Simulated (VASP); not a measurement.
# Al (Fm-3m) in VASP: single point with PBEsol

Aim: the single point of Al with PBEsol.

Everything below comes from runs of VASP 6.6.1. Logs are shortened: lines on timing, memory, paths and dates and some standing lists are left out, and cuts for length are marked.

### Step 1. The cell of the first run

Symmetry: Fm-3m, No. 225, cubic system. Conventional cell: a = 4.015 Å, b = 4.015 Å, c = 4.015 Å, α = 90.00°, β = 90.00°, γ = 90.00°. Al (site symmetry m-3m) has 12 Al at 2.84 Å within 3.7 Å.

### Step 2. Single point, PBEsol

The input, INCAR:

```
SYSTEM = Al
PREC     = Accurate       ! precision mode
ENCUT    = 500            ! plane-wave cutoff, eV
EDIFF    = 1E-6           ! SCF threshold, eV
ISMEAR   = 0              ! smearing method
SIGMA    = 0.1            ! smearing width, eV
LREAL    = .FALSE.        ! projectors in reciprocal space
LASPH    = .TRUE.         ! aspherical terms in the spheres
NELM     = 120            ! most SCF steps
ALGO     = Normal         ! electronic algorithm
ISIF     = 2              ! what is computed and relaxed
LWAVE    = .FALSE.        ! write WAVECAR
LCHARG   = .FALSE.        ! write CHGCAR
GGA      = PS             ! functional
NBANDS   = 8              ! bands
GGA_COMPAT= .FALSE.
```

The input, KPOINTS:

```
Automatic mesh
0
G
  18 18 18
  0 0 0
```

The input, POSCAR:

```
Al
1.0
    0.0000000000      2.0073809568      2.0073809568
    2.0073809568      0.0000000000      2.0073809568
    2.0073809568      2.0073809568      0.0000000000
Al
1
Direct
    0.0000000000      0.0000000000      0.0000000000
```

Potentials or basis: VASP PAW PBE potentials, release 64 (Al).

On the command line:

```sh
cat potpaw_PBE.64/Al/POTCAR > POTCAR
mpirun -np 1 vasp_std > vasp.out
```

OUTCAR:

```text
SYSTEM = Al
   PREC = Accurate
   ENCUT = 500
   EDIFF = 1E-6
   ISMEAR = 0
   LREAL = .FALSE.
   LASPH = .TRUE.
   NELM = 120
   ISIF = 2
   GGA = PS

 ion  position               nearest neighbor table
   1  0.000  0.000  0.000-

  LATTYP: Found a face centered cubic cell.
 ALAT       =     4.0147619136

  Lattice vectors:

 A1 = (   0.0000000000,   2.0073809568,   2.0073809568)
 A2 = (   2.0073809568,   0.0000000000,   2.0073809568)
 A3 = (   2.0073809568,   2.0073809568,   0.0000000000)

Analysis of symmetry for initial positions (statically):
=====================================================================
 Subroutine PRICEL returns:
 Original cell was already a primitive cell.

 Routine SETGRP: Setting up the symmetry group for a
 face centered cubic supercell.

 Subroutine GETGRP returns: Found 48 space group operations
 (whereof 48 operations were pure point group operations)
 out of a pool of 48 trial point group operations.

The static configuration has the point symmetry O_h .

Analysis of symmetry for dynamics (positions and initial velocities):
=====================================================================
 Subroutine PRICEL returns:
 Original cell was already a primitive cell.

 Routine SETGRP: Setting up the symmetry group for a
 face centered cubic supercell.

 Subroutine GETGRP returns: Found 48 space group operations
 (whereof 48 operations were pure point group operations)
 out of a pool of 48 trial point group operations.

The dynamic configuration has the point symmetry O_h .

 Subroutine INISYM returns: Found 48 space group operations
 (whereof 48 operations are pure point group operations),
 and found     1 'primitive' translations

----------------------------------------------------------------------------------------

                                     Primitive cell

  volume of cell :      16.1778

  direct lattice vectors                    reciprocal lattice vectors
     0.000000000  2.007380957  2.007380957    -0.249080773  0.249080773  0.249080773
     2.007380957  0.000000000  2.007380957     0.249080773 -0.249080773  0.249080773
     2.007380957  2.007380957  0.000000000     0.249080773  0.249080773 -0.249080773

  length of vectors
     2.838865374  2.838865374  2.838865374     0.431420554  0.431420554  0.431420554

  position of ions in fractional coordinates (direct lattice)
     0.000000000  0.000000000  0.000000000

  ion indices of the primitive-cell ions
   primitive index   ion index
                 1           1

----------------------------------------------------------------------------------------

 KPOINTS: Automatic mesh

Automatic generation of k-mesh.
 Grid dimensions read from file:
 generate k-points for:   18   18   18

 Generating k-lattice:

  Cartesian coordinates                     Fractional coordinates (reciprocal lattice)
    -0.013837821  0.013837821  0.013837821     0.055555556  0.000000000  0.000000000
     0.013837821 -0.013837821  0.013837821     0.000000000  0.055555556  0.000000000
     0.013837821  0.013837821 -0.013837821     0.000000000  0.000000000  0.055555556

  Length of vectors
     0.023967809  0.023967809  0.023967809

  Shift w.r.t. Gamma in fractional coordinates (k-lattice)
     0.000000000  0.000000000  0.000000000

 Subroutine IBZKPT returns following result:
 ===========================================

 Found    195 irreducible k-points:

 Following reciprocal coordinates:
            Coordinates               Weight
  0.000000  0.000000  0.000000      1.000000
  0.055556  0.000000  0.000000      8.000000
  0.111111  0.000000  0.000000      8.000000
  0.166667  0.000000  0.000000      8.000000
  0.222222  0.000000  0.000000      8.000000
  0.277778  0.000000  0.000000      8.000000
[... 16 lines left out ...]
 -0.277778  0.055556  0.000000     24.000000
 -0.222222  0.055556  0.000000     24.000000
 [... further k-points ...]
   k-points           NKPTS =    195   k-points in BZ     NKDIM =    195   number of bands    NBANDS=      8
   number of dos      NEDOS =    301   number of ions     NIONS =      1
   total plane-waves  NPLWV =  13824
   dimension x,y,z NGX =    24 NGY =   24 NGZ =   24
   dimension x,y,z NGXF=    48 NGYF=   48 NGZF=   48
   ions per type =               1
   NGX,Y,Z   is equivalent  to a cutoff of  14.05, 14.05, 14.05 a.u.
   NGXF,Y,Z  is equivalent  to a cutoff of  28.11, 28.11, 28.11 a.u.
 SYSTEM =  Al
   PREC   = accura    normal or accurate (medium, high low for compatibility)
   ISTART =      0    job   : 0-new  1-cont  2-samecut
   ICHARG =      2    charge: 1-file 2-atom 10-const
   ISPIN  =      1    spin polarized calculation?
   LNONCOLLINEAR =      F non collinear calculations
   LSORBIT =      F    spin-orbit coupling
   LASPH  =      T    aspherical Exc in radial PAW
   ENCUT  =  500.0 eV  36.75 Ry    6.06 a.u.   5.18  5.18  5.18*2*pi/ulx,y,z
   NELM   =    120;   NELMIN=  2; NELMDL= -5     # of ELM steps
   EDIFF  = 0.1E-05   stopping-criterion for ELM
   LREAL  =      F    real-space projection
   EDIFFG = 0.1E-04   stopping-criterion for IOM
   NSW    =      0    number of steps for IOM
   IBRION =     -1    ionic relax: 0-MD 1-quasi-New 2-CG
   NFREE  =      0    steps in history (QN), initial steepest desc. (CG)
   ISIF   =      2    stress and relaxation
   ISYM   =      2    0-nonsym 1-usesym 2-fastsym
   POTIM  = 0.5000    time-step for ionic-motion
   TEBEG  =    0.0;   TEEND  =   0.0 temperature during run
   PSTRESS=    0.0 pullay stress
   NELECT =       3.0000    total number of electrons
   NUPDOWN=      -1.0000    fix difference up-down
   EMIN   =  10.00;   EMAX   =-10.00  energy-range for DOS
   EFERMI =   0.00;   METHOD = LEGACY
   ISMEAR =     0;   SIGMA  =   0.10  broadening in eV -4-tet -1-fermi 0-gaus
   EFERMI_NEDOS =   21; number of points for ismear=-14 and -15
   IALGO  =     38    algorithm
   IMIX   =      4    mixing-type and parameters
     AMIX     =   0.40;   BMIX     =  1.00
     AMIX_MAG =   1.60;   BMIX_MAG =  1.00
  volume/ion in A,a.u.               =      16.18       109.17
  Fermi-wavevector in a.u.,A,eV,Ry     =   0.933560  1.764172 11.857937  0.871534
  Thomas-Fermi vector in A             =   2.060274
   LORBIT       =      0    0 simple, 1 ext, 2 COOP (PROOUT), +10 PAW based schemes
   GGA     = PS    functional components
   LHFCALC =     F    Hartree Fock is set to
   AEXX    =    0.0000 exact exchange contribution
   IVDW    =     0    specifies the selected vdW correction
   LEPSILON=     F    determine dielectric tensor
   LRPA    =     F    only Hartree local field effects (RPA)
 non-spin polarized calculation
 Gauss-broadening in eV      SIGMA  =   0.10
  energy-cutoff  :      500.00
  volume of cell :       16.18
 maximum number of plane-waves:       424
 NGX is ok and might be reduce to    24
   NGX = 11   NGY = 11   NGZ = 11

 number of electron       3.0000000 magnetization

 Free energy of the ion-electron system (eV)
  ---------------------------------------------------
  ext. energy  EPLUGINS =         0.00000000
  ---------------------------------------------------
  free energy    TOTEN  =        -4.09066713 eV

  energy without entropy =       -4.08767910  energy(sigma->0) =       -4.08917312

 E-fermi :   8.1473     XC(G=0): -10.3289

 val. band max:        8.1327497685   @ k =  -0.2778   0.2778   0.0556
 cond. band min:       8.1557781727   @ k =  -0.4444   0.3333   0.1111
 fundamental gap:      0.0230284042
 Fermi energy:         8.1473274679

 k-point     1 :       0.0000    0.0000    0.0000
  band No.  band energies     occupation
      1      -3.1099      2.00000
      2      20.8611      0.00000
      3      20.8611      0.00000
      4      20.8611      0.00000
      5      22.5027      0.00000
      6      22.5027      0.00000
      7      22.5027      0.00000
      8      24.7853      0.00000

 k-point     2 :       0.0556    0.0000    0.0000
  band No.  band energies     occupation
      1      -3.0249      2.00000
      2      19.3602      0.00000
      3      20.5679      0.00000
      4      20.5679      0.00000
      5      22.9291      0.00000
      6      22.9291      0.00000
      7      23.0498      0.00000
      8      25.6794      0.00000

 k-point     3 :       0.1111    0.0000    0.0000
  band No.  band energies     occupation
      1      -2.7703      2.00000
      2      17.1224      0.00000
      3      20.0693      0.00000
      4      20.0693      0.00000
      5      23.1007      0.00000
      6      23.7990      0.00000
      7      23.7990      0.00000
      8      26.2232      0.00000

 k-point     4 :       0.1667    0.0000    0.0000
  band No.  band energies     occupation
      1      -2.3469      2.00000
      2      14.8647      0.00000
      3      19.6282      0.00000
      4      19.6282      0.00000
      5      22.9306      0.00000
      6      24.4016      0.00000
      7      24.4016      0.00000
      8      25.5743      0.00000

 k-point     5 :       0.2222    0.0000    0.0000
  band No.  band energies     occupation
      1      -1.7563      2.00000
      2      12.6823      0.00000
      3      19.3024      0.00000
      4      19.3024      0.00000
      5      22.7539      0.00000
      6      23.5865      0.00000
      7      23.5865      0.00000
      8      26.5533      0.00000
[... 177 lines left out ...]
 k-point    22 :      -0.3333    0.0556    0.0000
  band No.  band energies     occupation
      1       0.3325      2.00000
      2       8.1023      1.47552
      3      17.3682      0.00000
      4      20.2657      0.00000
      5      20.3216      0.00000
      6      21.7721      0.00000
      7      23.3378      0.00000
      8      26.2420      0.00000

 k-point    23 :      -0.2778    0.0556    0.0000
  band No.  band energies     occupation
      1      -0.6384      2.00000
      2      10.0067      0.00000
      3      17.3862      0.00000
      4      20.2932      0.00000
      5      21.1825      0.00000
      6      22.6423      0.00000
      7      23.2925      0.00000
      8      27.0400      0.00000

 k-point    24 :      -0.2222    0.0556    0.0000
  band No.  band energies     occupation
      1      -1.4480      2.00000
      2      12.0353      0.00000
      3      17.5495      0.00000
      4      20.4288      0.00000
      5      22.1881      0.00000
      6      23.2709      0.00000
      7      23.7135      0.00000
      8      25.9248      0.00000

 [... further k-points ...]

------------------------ aborting loop because EDIFF is reached ----------------------------------------

  FORCE on cell =-STRESS in cart. coord.  units (eV):
  Direction    XX          YY          ZZ          XY          YZ          ZX
  --------------------------------------------------------------------------------------
  -------------------------------------------------------------------------------------
  Total        0.0078365      0.0078365      0.0078365     -0.0000000      0.0000000     -0.0000000
  in kB        0.7760909      0.7760909      0.7760909     -0.0000000      0.0000000     -0.0000000
  external PRESSURE =       0.7760909 kB  Pullay stress =       0.0000000 kB

 VOLUME and BASIS-vectors are now :
 -----------------------------------------------------------------------------
  energy-cutoff  :      500.00
  volume of cell :       16.18
      direct lattice vectors                 reciprocal lattice vectors
     0.000000000  2.007380957  2.007380957    -0.249080773  0.249080773  0.249080773
     2.007380957  0.000000000  2.007380957     0.249080773 -0.249080773  0.249080773
     2.007380957  2.007380957  0.000000000     0.249080773  0.249080773 -0.249080773

 POSITION                                       TOTAL-FORCE (eV/Angst)
 -----------------------------------------------------------------------------------
      0.00000      0.00000      0.00000         0.000000      0.000000     -0.000000
 -----------------------------------------------------------------------------------
    total drift:                                0.000000     -0.000000     -0.000000

  FREE ENERGIE OF THE ION-ELECTRON SYSTEM (eV)
  ---------------------------------------------------
  free  energy   TOTEN  =        -4.0906671350 eV

  energy  without entropy=       -4.0876790976  energy(sigma->0) =       -4.08917312
```

Wall time 5.9 s (1 thread of Intel Xeon 6975P-C (Granite Rapids), shared host); peak memory 0.14 GiB.

What came out:

- Free energy: -4.0907 eV
- Pressure: 0.1 GPa

Caveat: the PAW data sets were made with another functional, which shifts forces and pressure a little.
